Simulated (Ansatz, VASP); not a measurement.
## SrO: VASP beside Ansatz

```
Sr O
1.0
     0.00000    2.71285    2.30593
     2.71285    0.00000    2.30593
     2.71285    2.71285    0.00000
Sr O
1 1
Cartesian
  0.0000 0.0000 0.0000
  2.7129 2.7129 2.3059
```

Alike in both runs: task single point; functional r2SCAN; k mesh 8 × 8 × 8; occupations gaussian, width 0.05 eV; no spin polarisation.

|  | VASP | Ansatz |
| --- | --- | --- |
| version | VASP 6.6.1 | Ansatz 0.2.0 |
| potentials or method | VASP PAW PBE potentials, release 64 (Sr_sv, O), cutoff 520 eV | scalar-relativistic, plane waves, PAW |
| valence electrons in the cell | 16 | 16 |

|  | VASP | Ansatz | Ansatz less VASP |
| --- | --- | --- | --- |
| gap on the k mesh at the Fermi level (eV) | 2.71 | 2.76 | +0.055 |
| least direct gap on the mesh (eV) | 2.84 | 2.88 | +0.034 |
| pressure (GPa) | 8.4 | 7.6 | -0.84 |
| traceless stress, the component that is largest in VASP (GPa) | 23.56 | 22.36 | -1.194 |

VASP's potentials were made for PBE, not for r2SCAN. With one functional, cell and mesh, what is left measures potentials, basis and numerics.
